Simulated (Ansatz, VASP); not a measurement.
**BN: VASP beside Ansatz**

The input POSCAR:

```
BN
1.0
    0.0000000000      1.8226961869      1.8226961869
    1.8226961869      0.0000000000      1.8226961869
    1.8226961869      1.8226961869      0.0000000000
B N
1 1
Direct
    0.0000000000      0.0000000000      0.0000000000
    0.2500000000      0.2500000000      0.2500000000
```

File INCAR.step1:

```
  PREC = Accurate
  ENCUT = 520
  ISMEAR = 0
  SIGMA = 0.01
  LREAL = F
  LASPH = T
  NELM = 80
  NBANDS = 11
  GGA = PE
  ALGO = Normal
  EDIFF = 1E-4
  LWAVE = T
  LCHARG = F
```

The input INCAR.step2:

```
  PREC = Accurate
  ENCUT = 520
  EDIFF = 1E-7
  ISMEAR = 0
  SIGMA = 0.01
  LREAL = F
  LASPH = T
  NELM = 80
  ALGO = Normal
  ISIF = 2
  LWAVE = F
  LCHARG = T
  METAGGA = R2SCAN
  LMIXTAU = T
  LELF = T
  LVHAR = T
  NBANDS = 11
  ISTART = 1
```

Contents of KPOINTS:

```
regular mesh
0
Gamma
  10 10 10
```

Input for Ansatz:

```yaml
crystal:
  lattice:
    - [0.0, 1.8226961869, 1.8226961869]
    - [1.8226961869, 0.0, 1.8226961869]
    - [1.8226961869, 1.8226961869, 0.0]
  atoms:
    - { symbol: B, position: [0.0, 0.0, 0.0] }
    - { symbol: "N", position: [0.25, 0.25, 0.25] }
kpoints:
  mp_grid: { grid: [10, 10, 10] }
hamiltonian:
  xc: r2scan
scf:
  occupations: { method: fixed }
  n_extra_bands: 4
output:
  forces: true
  stress: true
  eigenvalues: true
```

Alike in both runs: task single point; functional r2SCAN; k mesh 10 × 10 × 10; no spin polarisation.

|  | VASP | Ansatz |
| --- | --- | --- |
| version | VASP 6.6.1 | Ansatz 0.2.0 |
| potentials or method | VASP PAW PBE potentials, release 64 (B, N) | plane waves, PAW |
| plane-wave cutoff (eV) | 520 | 500 |
| occupations | gaussian, width 0.01 eV | fixed |
| valence electrons in the cell | 8 | 8 |

|  | VASP | Ansatz | Ansatz less VASP |
| --- | --- | --- | --- |
| gap on the k mesh at the Fermi level (eV) | 4.94 | 4.96 | +0.019 |
| pressure (GPa) | -9.9 | -10.9 | -1.00 |

VASP's potentials were made for PBE, not for r2SCAN.
